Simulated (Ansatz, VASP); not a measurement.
# One calculation of Ga, two programs

```
CELL_PARAMETERS angstrom
1.45000 -4.06500 0.00000
1.45000 4.06500 0.00000
0.00000 0.00000 3.17000
ATOMIC_POSITIONS crystal
Ga 0.86700 0.13300 0.27524
Ga 0.13300 0.86700 0.75000
```

Alike in both runs: task electric field gradients; functional PBE; k mesh 15 × 15 × 13; occupations fermi-dirac, width 0.05 eV; no spin polarisation.

|  | VASP | Ansatz |
| --- | --- | --- |
| version | VASP 6.6.1 | Ansatz 0.2.0 |
| potentials or method | VASP PAW PBE potentials, release 64 (Ga_d) | PAW with Ansatz's default frozen-core files, scalar-relativistic |
| plane-wave cutoff (eV) | 520 | 420 |
| valence electrons in the cell | 26 | 26 |

Ansatz gave:

- pressure (GPa): 1.6
- traceless stress, the component that is largest in VASP (GPa): -1.59
- rms of the force components (eV/Å): 0.140
- size of Vzz on the site where it differs most (V/Å²): 26.1

Question: What did VASP give for the same quantities?

Answer: Pressure (GPa): 1.7; traceless stress, the component that is largest in VASP (GPa): -1.60; rms of the force components (eV/Å): 0.141; size of Vzz on the site where it differs most (V/Å²): 24.8.

Atom by atom the forces differ by 0.001 eV/Å (rms over components). With one functional, cell and mesh, what is left measures potentials, basis and numerics.
